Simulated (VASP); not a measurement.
A run of VASP 6.6.1:

Contents of POSCAR:

```
SnTe
1.0
    0.0000000000      3.6067404071      3.6067404071
    3.6067404071      0.0000000000      3.6067404071
    3.6067404071      3.6067404071      0.0000000000
Sn Te
1 1
Direct
    0.0000000000      0.0000000000      0.0000000000
    0.2500000000      0.2500000000      0.2500000000
```

INCAR.step1

```
SYSTEM = SnTe
PREC = Accurate
ENCUT = 520
EDIFF = 1E-7
ISMEAR = -1
SIGMA = 0.05
LREAL = .FALSE.
LASPH = .TRUE.
NELM = 100
ALGO = Normal
ISIF = 2
LWAVE = .FALSE.
LCHARG = .TRUE.
GGA = PE
NBANDS = 17
```

The input KPOINTS.step1:

```
regular mesh
0
G
  9 9 9
  0 0 0
```

Contents of INCAR.step2:

```
SYSTEM = SnTe
PREC = Accurate
ENCUT = 520
EDIFF = 1E-7
ISMEAR = -5
SIGMA = 0.05
LREAL = .FALSE.
LASPH = .TRUE.
NELM = 100
ALGO = Normal
ISIF = 2
LWAVE = .FALSE.
LCHARG = .FALSE.
GGA = PE
LORBIT = 11
NBANDS = 17
NEDOS = 2001
ICHARG = 11
```

KPOINTS.step2

```
regular mesh
0
G
  14 14 14
  0 0 0
```

Potentials or basis: VASP PAW PBE potentials, release 64 (Sn_d, Te).

The run is started by

```sh
$ cat potpaw_PBE.64/Sn_d/POTCAR potpaw_PBE.64/Te/POTCAR > POTCAR
$ cp INCAR.step1 INCAR
$ cp KPOINTS.step1 KPOINTS
$ mpirun -np 1 vasp_std > vasp.out
$ cp INCAR.step2 INCAR
$ cp KPOINTS.step2 KPOINTS
$ mpirun -np 1 vasp_std > vasp.out
```

Hardware: 1 thread of Intel(R) Xeon(R) 6975P-C (Granite Rapids), with other jobs on the host.

Question: How long does it take, and how much memory?

Answer: It took 89 s on 1 thread of Intel(R) Xeon(R) 6975P-C (Granite Rapids), with other jobs on the host, peak memory 0.34 GiB. Counts: k points 104.
